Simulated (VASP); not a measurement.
Runs of VASP 6.6.1 on MgB2. The structure is that of space group P6/mmm (No. 191), or close to it. The cells are those of the table. 

| task | level | cell | cutoff (eV) | gap on the mesh (eV) | pressure (GPa) |
| --- | --- | --- | --- | --- | --- |
| relaxation of shape and atoms at fixed volume | r2SCAN+rVV10 | relaxed from a = 3.071, b = 3.071, c = 3.491 Å, angles 90.0, 90.0, 120.0°, 3 atoms | 600 | none | -0.6 |
| relaxation of shape and atoms at fixed volume | r2SCAN | relaxed from a = 3.090, b = 3.090, c = 3.512 Å, angles 90.0, 90.0, 120.0°, 3 atoms | 600 | none | -2.6 |
| relaxation of shape and atoms at fixed volume | r2SCAN | relaxed from a = 3.041, b = 3.041, c = 3.429 Å, angles 90.0, 90.0, 120.0°, 3 atoms | 600 | none | 6.0 |
| relaxation of shape and atoms at fixed volume | RPBE+D4 | relaxed from a = 3.035, b = 3.035, c = 3.401 Å, angles 90.0, 90.0, 120.0°, 3 atoms | 600 | none | 2.8 |
| single point | r2SCAN+rVV10 | a = 3.078, b = 3.078, c = 3.477 Å, angles 90.0, 90.0, 120.0°, 3 atoms | 520 | none | -0.5 |
| relaxation of shape and atoms at fixed volume | r2SCAN | relaxed from a = 3.100, b = 3.100, c = 3.507 Å, angles 90.0, 90.0, 120.0°, 3 atoms | 600 | none | -3.4 |
| single point | r2SCAN | a = 3.062, b = 3.062, c = 3.452 Å, angles 90.0, 90.0, 120.0°, 3 atoms | 520 | none | 2.6 |
| single point | r2SCAN | a = 3.090, b = 3.090, c = 3.512 Å, angles 90.0, 90.0, 120.0°, 3 atoms | 520 | none | -2.6 |
| relaxation of shape and atoms at fixed volume | r2SCAN+rVV10 | relaxed from a = 3.040, b = 3.040, c = 3.421 Å, angles 90.0, 90.0, 120.0°, 3 atoms | 600 | none | 6.0 |
| single point | r2SCAN+rVV10 | a = 3.090, b = 3.090, c = 3.512 Å, angles 90.0, 90.0, 120.0°, 3 atoms | 520 | none | (a) |
| relaxation of shape and atoms at fixed volume | revPBE | relaxed from a = 3.120, b = 3.120, c = 3.550 Å, angles 90.0, 90.0, 120.0°, 3 atoms | 600 | none | -2.9 |
| relaxation of shape and atoms at fixed volume | PBE+D3(BJ) | relaxed from a = 3.018, b = 3.018, c = 3.390 Å, angles 90.0, 90.0, 120.0°, 3 atoms | 600 | none | 6.5 |

Alike in all rows: potentials or basis VASP PAW PBE potentials, release 64 (Mg, B); no spin polarisation; k mesh 8 × 8 × 6; smearing gaussian 0.05 eV.

Problem. Estimate the missing entries.

Solution. (a) -3.0.

Caveats: the PAW data sets were made with another functional, which shifts forces and pressure a little (at least some runs); the relaxation stopped at its first step, so nothing moved (at least some runs); the cell stands under tension (at least some runs).

A gap of «none» marks levels without a gap at the run's occupations.
